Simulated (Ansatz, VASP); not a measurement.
## Ni3PtC: VASP beside Ansatz

```xyz
5
Lattice="3.8081 0.0000 0.0000 0.0000 3.8081 0.0000 0.0000 0.0000 3.8081" Properties=species:S:1:pos:R:3 pbc="T T T"
Pt    0.0000    0.0000    0.0000
C     1.9041    1.9041    1.9041
Ni    1.9041    1.9041    0.0000
Ni    1.9041    0.0000    1.9041
Ni    0.0000    1.9041    1.9041
```

Alike in both runs: functional PBE; k mesh 10 × 10 × 10; occupations gaussian, width 0.1 eV; collinear spin.

Ansatz relaxed the structure, and its values are those at the end. VASP's run is a single point on that final structure, the one shown.

|  | VASP | Ansatz |
| --- | --- | --- |
| version | VASP 6.6.1 | Ansatz 0.2.0 |
| potentials or method | VASP PAW PBE potentials, release 64 (Pt, C, Ni), cutoff 520 eV | scalar-relativistic, plane waves, PAW |
| valence electrons in the cell | 44 | 76 |

Ansatz gave:

| Item | Value |
| --- | --- |
| gap on the k mesh at the Fermi level (eV) | none |
| pressure (GPa) | 0.0 |
| net moment per atom (μB) | 0.00 |

Question: What did VASP give for the same quantities?

Answer: gap on the k mesh at the Fermi level (eV): none; pressure (GPa): 0.1; net moment per atom (μB): 0.00.

A gap of «none» marks a metal or a gap that the smearing closes. VASP's potentials hold 44 valence electrons a cell and Ansatz's 76, so a difference there can come from the potentials and not from the codes. Ansatz's warnings: seeded moment not kept.

Spin-orbit coupling is off throughout.
